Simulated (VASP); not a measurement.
Crystal: BN.

```
B N
1.0
     2.49824    0.00000    0.00000
    -1.24912    2.16354    0.00000
     0.00000    0.00000    6.63570
B N
2 2
Direct
  0.33333 0.66667 0.25000
  0.66667 0.33333 0.75000
  0.33333 0.66667 0.75000
  0.66667 0.33333 0.25000
```

Program: VASP 6.6.1. Alike in all runs: task single point; no spin polarisation; cell as given; k mesh 9 × 9 × 3; smearing gaussian 0.01 eV.

Question: Order these runs on this cell by their band gap on the k mesh, lowest first.
A. level LDA; potentials or basis VASP PAW LDA potentials, release 64 (B, N); cutoff (eV) 600
B. level r2SCAN; potentials or basis VASP PAW PBE potentials, release 64 (B, N); cutoff (eV) 660
C. level revPBE; potentials or basis VASP PAW PBE potentials, release 64 (B, N); cutoff (eV) 600

Answer: A (4.24 eV), C (4.51 eV), B (5.05 eV).

Caveats: an odd mesh through Γ misses points on the zone boundary, where band edges can lie.
